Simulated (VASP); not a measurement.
# YbSe2 in VASP: notebook

The runs below take YbSe2 through single point, with PBE, PBEsol, LDA.

Program: VASP 6.6.1. These are calculated values, not measurements. Logs are shortened: lines on timing, memory, paths and dates and some standing lists are left out, and cuts for length are marked.

## Step 1: The cell of the first run

The typed cell holds 3 atoms: a = 4.726 Å, b = 4.726 Å, c = 4.726 Å, α = 60.00°, β = 60.00°, γ = 60.00°.

## Step 2: Single point, PBE, collinear spin (24.88 Å³/atom)

File INCAR:

```
SYSTEM = YbSe2
PREC = Accurate ; ENCUT = 520
EDIFF = 1E-6 ; ISMEAR = 0
SIGMA = 0.05 ; LREAL = .False.
LASPH = .True. ; NELM = 150
ALGO = Normal ; ISIF = 2
LWAVE = .False. ; LCHARG = .True.
ISPIN = 2 ; MAGMOM = 0.05 0 0
LORBIT = 11 ; LMAXMIX = 6
GGA = PE ; LELF = .True.
LVHAR = .True. ; NBANDS = 29
```

File KPOINTS:

```
Automatic mesh
0
Gamma
  8 8 8
  0 0 0
```

File POSCAR:

```
YbSe2
1.0
    2.3629987301      1.3642779529      3.8591194283
   -2.3629987301      1.3642779529      3.8591194283
    0.0000000000     -2.7285559058      3.8591194283
Yb Se
1 2
Direct
    0.0000000000      0.0000000000      0.0000000000
    0.2500092680      0.2500092680      0.2500092680
    0.7499907320      0.7499907320      0.7499907320
```

Potentials or basis: VASP PAW PBE potentials, release 64 (Yb, Se).

Run with:

```bash
$ cat potpaw_PBE.64/Yb/POTCAR potpaw_PBE.64/Se/POTCAR > POTCAR
$ mpirun -np 1 vasp_std > vasp.out
```

OUTCAR:

```text
SYSTEM = YbSe2
   PREC = Accurate
   ENCUT = 520
   EDIFF = 1E-6
   ISMEAR = 0
   LREAL = .False.
   LASPH = .True.
   NELM = 150
   ISIF = 2
   ISPIN = 2
   LORBIT = 11
   GGA = PE

 ion  position               nearest neighbor table
   1  0.000  0.000  0.000-   3 2.89   2 2.89   3 2.89   3 2.89   2 2.89   2 2.89   3 2.89   2 2.89

   2  0.250  0.250  0.250-   1 2.89   1 2.89   1 2.89   1 2.89
   3  0.750  0.750  0.750-   1 2.89   1 2.89   1 2.89   1 2.89

  LATTYP: Found a trigonal (rhomboedric) cell.
 ALAT       =     4.7262903099
 COS(alpha) =     0.5000619599

  Lattice vectors:

 A1 = (   2.3629987301,   1.3642779529,   3.8591194283)
 A2 = (  -2.3629987301,   1.3642779529,   3.8591194283)
 A3 = (   0.0000000000,  -2.7285559058,   3.8591194283)

Analysis of symmetry for initial positions (statically):
=====================================================================
 Subroutine PRICEL returns:
 Original cell was already a primitive cell.

 Routine SETGRP: Setting up the symmetry group for a
 trigonal (rhombohedral) supercell.

 Subroutine GETGRP returns: Found 12 space group operations
 (whereof 12 operations were pure point group operations)
 out of a pool of 12 trial point group operations.

The static configuration has the point symmetry D_3d.

Analysis of symmetry for dynamics (positions and initial velocities):
=====================================================================
 Subroutine PRICEL returns:
 Original cell was already a primitive cell.

 Routine SETGRP: Setting up the symmetry group for a
 trigonal (rhombohedral) supercell.

 Subroutine GETGRP returns: Found 12 space group operations
 (whereof 12 operations were pure point group operations)
 out of a pool of 12 trial point group operations.

The dynamic configuration has the point symmetry D_3d.

Analysis of structural, dynamic, and magnetic symmetry:
=====================================================================
 Subroutine PRICEL returns:
 Original cell was already a primitive cell.

 Routine SETGRP: Setting up the symmetry group for a
 trigonal (rhombohedral) supercell.

 Subroutine GETGRP returns: Found 12 space group operations
 (whereof 12 operations were pure point group operations)
 out of a pool of 12 trial point group operations.

The overall configuration has the point symmetry D_3d.

 Subroutine INISYM returns: Found 12 space group operations
 (whereof 12 operations are pure point group operations),
 and found     1 'primitive' translations

----------------------------------------------------------------------------------------

                                     Primitive cell

  volume of cell :      74.6459

  direct lattice vectors                    reciprocal lattice vectors
     2.362998730  1.364277953  3.859119428     0.211595543  0.122164744  0.086375490
    -2.362998730  1.364277953  3.859119428    -0.211595543  0.122164744  0.086375490
     0.000000000 -2.728555906  3.859119428     0.000000000 -0.244329488  0.086375490

  length of vectors
     4.726290310  4.726290310  4.726290310     0.259147880  0.259147880  0.259147880

  position of ions in fractional coordinates (direct lattice)
     0.000000000  0.000000000  0.000000000
     0.250009268  0.250009268  0.250009268
     0.749990732  0.749990732  0.749990732

  ion indices of the primitive-cell ions
   primitive index   ion index
                 1           1
                 2           2
                 3           3

----------------------------------------------------------------------------------------

 KPOINTS: Automatic mesh

Automatic generation of k-mesh.
 Grid dimensions read from file:
 generate k-points for:    8    8    8

 Generating k-lattice:

  Cartesian coordinates                     Fractional coordinates (reciprocal lattice)
     0.026449443  0.015270593  0.010796936     0.125000000 -0.000000000  0.000000000
    -0.026449443  0.015270593  0.010796936    -0.000000000  0.125000000  0.000000000
     0.000000000 -0.030541186  0.010796936     0.000000000  0.000000000  0.125000000

  Length of vectors
     0.032393485  0.032393485  0.032393485

  Shift w.r.t. Gamma in fractional coordinates (k-lattice)
     0.000000000  0.000000000  0.000000000

 Subroutine IBZKPT returns following result:
 ===========================================

 Found     65 irreducible k-points:

 Following reciprocal coordinates:
            Coordinates               Weight
  0.000000  0.000000  0.000000      1.000000
  0.125000  0.000000 -0.000000      6.000000
  0.250000  0.000000 -0.000000      6.000000
  0.375000  0.000000 -0.000000      6.000000
  0.500000  0.000000 -0.000000      3.000000
  0.125000  0.125000 -0.000000      6.000000
[... 16 lines left out ...]
  0.250000  0.125000  0.125000      6.000000
  0.375000  0.125000  0.125000      6.000000
 [... further k-points ...]
   k-points           NKPTS =     65   k-points in BZ     NKDIM =     65   number of bands    NBANDS=     29
   number of dos      NEDOS =    301   number of ions     NIONS =      3
   total plane-waves  NPLWV =  46656
   dimension x,y,z NGX =    36 NGY =   36 NGZ =   36
   dimension x,y,z NGXF=    72 NGYF=   72 NGZF=   72
   ions per type =               1   2
   NGX,Y,Z   is equivalent  to a cutoff of  12.66, 12.66, 12.66 a.u.
   NGXF,Y,Z  is equivalent  to a cutoff of  25.33, 25.33, 25.33 a.u.
 SYSTEM =  YbSe2
   PREC   = accura    normal or accurate (medium, high low for compatibility)
   ISTART =      0    job   : 0-new  1-cont  2-samecut
   ICHARG =      2    charge: 1-file 2-atom 10-const
   ISPIN  =      2    spin polarized calculation?
   LNONCOLLINEAR =      F non collinear calculations
   LSORBIT =      F    spin-orbit coupling
   LASPH  =      T    aspherical Exc in radial PAW
   ENCUT  =  520.0 eV  38.22 Ry    6.18 a.u.   8.79  8.79  8.79*2*pi/ulx,y,z
   NELM   =    150;   NELMIN=  2; NELMDL= -5     # of ELM steps
   EDIFF  = 0.1E-05   stopping-criterion for ELM
   LREAL  =      F    real-space projection
[... 7 lines left out ...]
   TEBEG  =    0.0;   TEEND  =   0.0 temperature during run
   PSTRESS=    0.0 pullay stress
   NELECT =      36.0000    total number of electrons
   NUPDOWN=      -1.0000    fix difference up-down
   EMIN   =  10.00;   EMAX   =-10.00  energy-range for DOS
   EFERMI =   0.00;   METHOD = LEGACY
   ISMEAR =     0;   SIGMA  =   0.05  broadening in eV -4-tet -1-fermi 0-gaus
   EFERMI_NEDOS =   21; number of points for ismear=-14 and -15
   IALGO  =     38    algorithm
   IMIX   =      4    mixing-type and parameters
     AMIX     =   0.40;   BMIX     =  1.00
     AMIX_MAG =   1.60;   BMIX_MAG =  1.00
  volume/ion in A,a.u.               =      24.88       167.91
  Fermi-wavevector in a.u.,A,eV,Ry     =   1.283829  2.426084 22.425340  1.648216
  Thomas-Fermi vector in A             =   2.416058
   LORBIT       =     11    0 simple, 1 ext, 2 COOP (PROOUT), +10 PAW based schemes
   GGA     = PE    functional components
   LHFCALC =     F    Hartree Fock is set to
   AEXX    =    0.0000 exact exchange contribution
   IVDW    =     0    specifies the selected vdW correction
   LEPSILON=     F    determine dielectric tensor
   LRPA    =     F    only Hartree local field effects (RPA)
 spin polarized calculation
 Gauss-broadening in eV      SIGMA  =   0.05
  energy-cutoff  :      520.00
  volume of cell :       74.65
 maximum number of plane-waves:      2044
   NGX = 17   NGY = 17   NGZ = 17

 number of electron      36.0000011 magnetization       0.0000672

 number of electron      36.0000011 magnetization      -0.0003426

 Free energy of the ion-electron system (eV)
  ---------------------------------------------------
  ext. energy  EPLUGINS =         0.00000000
  ---------------------------------------------------
  free energy    TOTEN  =       -13.78451128 eV

  energy without entropy =      -13.78021483  energy(sigma->0) =      -13.78236305

 E-fermi :   2.6715     XC(G=0):  -9.8479

 val. band max:        2.5934465762   @ k =  -0.3750   0.5000   0.1250
 cond. band min:       2.6726369637   @ k =  -0.2500  -0.3750   0.1250
 fundamental gap:      0.0791903874
 Fermi energy:         2.6714504466

 spin component 1

 k-point     1 :       0.0000    0.0000    0.0000
  band No.  band energies     occupation
      1     -48.5789      1.00000
      2     -20.8007      1.00000
      3     -20.8007      1.00000
      4     -20.8006      1.00000
      5     -10.7727      1.00000
      6      -8.2616      1.00000
[... 21 lines left out ...]
     28      11.1660      0.00000
     29      12.9341      0.00000
[... 705 lines left out ...]
 k-point    24 :       0.3750    0.1250    0.1250
  band No.  band energies     occupation
      1     -48.5785      1.00000
      2     -20.8400      1.00000
      3     -20.8121      1.00000
      4     -20.8053      1.00000
      5     -10.1646      1.00000
      6      -8.8638      1.00000
[... 21 lines left out ...]
     28      12.5773      0.00000
     29      13.9077      0.00000

 [... further k-points ...]

 spin component 2

 k-point     1 :       0.0000    0.0000    0.0000
  band No.  band energies     occupation
      1     -48.5791      1.00000
      2     -20.8008      1.00000
      3     -20.8008      1.00000
      4     -20.8007      1.00000
      5     -10.7727      1.00000
      6      -8.2616      1.00000
[... 21 lines left out ...]
     28      11.1660      0.00000
     29      12.9341      0.00000
[... 705 lines left out ...]
 k-point    24 :       0.3750    0.1250    0.1250
  band No.  band energies     occupation
      1     -48.5787      1.00000
      2     -20.8401      1.00000
      3     -20.8123      1.00000
      4     -20.8054      1.00000
      5     -10.1646      1.00000
      6      -8.8638      1.00000
[... 21 lines left out ...]
     28      12.5773      0.00000
     29      13.9077      0.00000

 [... further k-points ...]
[... 5 lines left out ...]
  --------------------------------------------------------------------------------------
  -------------------------------------------------------------------------------------
  Total        1.2166834      1.2166834      1.2131474      0.0000000     -0.0000000      0.0000000
  in kB       26.1145389     26.1145389     26.0386413      0.0000000     -0.0000000      0.0000000
  external PRESSURE =      26.0892397 kB  Pullay stress =       0.0000000 kB

 VOLUME and BASIS-vectors are now :
 -----------------------------------------------------------------------------
  energy-cutoff  :      520.00
  volume of cell :       74.65
      direct lattice vectors                 reciprocal lattice vectors
     2.362998730  1.364277953  3.859119428     0.211595543  0.122164744  0.086375490
    -2.362998730  1.364277953  3.859119428    -0.211595543  0.122164744  0.086375490
     0.000000000 -2.728555906  3.859119428     0.000000000 -0.244329488  0.086375490

 POSITION                                       TOTAL-FORCE (eV/Angst)
 -----------------------------------------------------------------------------------
      0.00000      0.00000      0.00000        -0.000000     -0.000000     -0.000000
      0.00000      0.00000      2.89445         0.000000     -0.000000     -0.001203
      0.00000      0.00000      8.68291         0.000000      0.000000      0.001203
 -----------------------------------------------------------------------------------
    total drift:                               -0.000000      0.000000     -0.000000

  FREE ENERGIE OF THE ION-ELECTRON SYSTEM (eV)
  ---------------------------------------------------
  free  energy   TOTEN  =       -13.7845112843 eV

  energy  without entropy=      -13.7802148256  energy(sigma->0) =      -13.78236305

 total charge

# of ion       s       p       d       f       tot
--------------------------------------------------
    1        2.133   6.044   0.466  13.444  22.088
    2        1.474   2.337   0.023   0.000   3.833
    3        1.474   2.337   0.023   0.000   3.833
--------------------------------------------------
tot          5.082  10.717   0.512  13.444  29.754

 magnetization (x)

# of ion       s       p       d       f       tot
--------------------------------------------------
    1       -0.000   0.000  -0.000  -0.000  -0.000
    2       -0.000   0.000   0.000   0.000   0.000
    3       -0.000   0.000   0.000   0.000   0.000
--------------------------------------------------
tot         -0.000   0.000  -0.000  -0.000  -0.000
```

It took 6.9 min on 1 thread of Intel Xeon 6975P-C (Granite Rapids), shared host; peak memory 0.42 GiB.

Results:

| Quantity | Value |
| --- | --- |
| Free energy | -13.7845 eV |
| Pressure | 2.6 GPa |
| Band gap on the k mesh | zero (filled and empty bands overlap) |
| Net moment | 0.00 μB per cell |
| Valence electrons inside the program's atomic spheres | Yb 22.09; Se 3.83 |

Caveat: spin-orbit coupling is left out, which moves the levels of the heavy elements. With open d or f shells a metallic result of PBE can be an artefact of self-interaction; +U or a hybrid may open a gap.

(Part 1 of 2 ends here.)

The gap in the log of VASP goes by the Fermi energy; the results here count the filled bands.